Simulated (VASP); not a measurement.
A run of VASP 6.6.1:

The input INCAR:

```
PREC     = Accurate       # precision mode
ENCUT    = 520            # plane-wave cutoff, eV
EDIFF    = 1E-6           # SCF threshold, eV
ISMEAR   = 0              # smearing method
SIGMA    = 0.05           # smearing width, eV
LREAL    = F              # projectors in reciprocal space
LASPH    = T              # aspherical terms in the spheres
NELM     = 60             # most SCF steps
ALGO     = Normal         # electronic algorithm
ISIF     = 2              # what is computed and relaxed
LWAVE    = F              # write WAVECAR
LCHARG   = F              # write CHGCAR
GGA      = CA             # functional
NBANDS   = 29             # bands
```

KPOINTS

```
regular mesh
0
Gamma
  6 6 6
```

File POSCAR:

```
KZnF3
1.0
    4.0500000000      0.0000000000      0.0000000000
    0.0000000000      4.0500000000      0.0000000000
    0.0000000000      0.0000000000      4.0500000000
K Zn F
1 1 3
Direct
    0.0000000000      0.0000000000      0.0000000000
    0.5000000000      0.5000000000      0.5000000000
    0.4476217199      0.4476217199     -0.0370370370
    0.0000000000      0.5000000000      0.5000000000
    0.5000000000      0.0000000000      0.5000000000
```

Potentials or basis: VASP PAW LDA potentials, release 64 (K_sv, Zn, F).

Command:

```sh
$ cat potpaw_LDA.64/K_sv/POTCAR potpaw_LDA.64/Zn/POTCAR potpaw_LDA.64/F/POTCAR > POTCAR
$ mpirun -np 1 vasp_std > vasp.out
```

Hardware: 1 thread of Intel Xeon 8259CL, on a shared host.

**Question.** Estimate the wall time of this run.

**Answer.** Wall time 3.3 min on 1 thread of Intel Xeon 8259CL, with other jobs on the host, peak memory 0.24 GiB. Counts: scf iterations 15, k points 68.
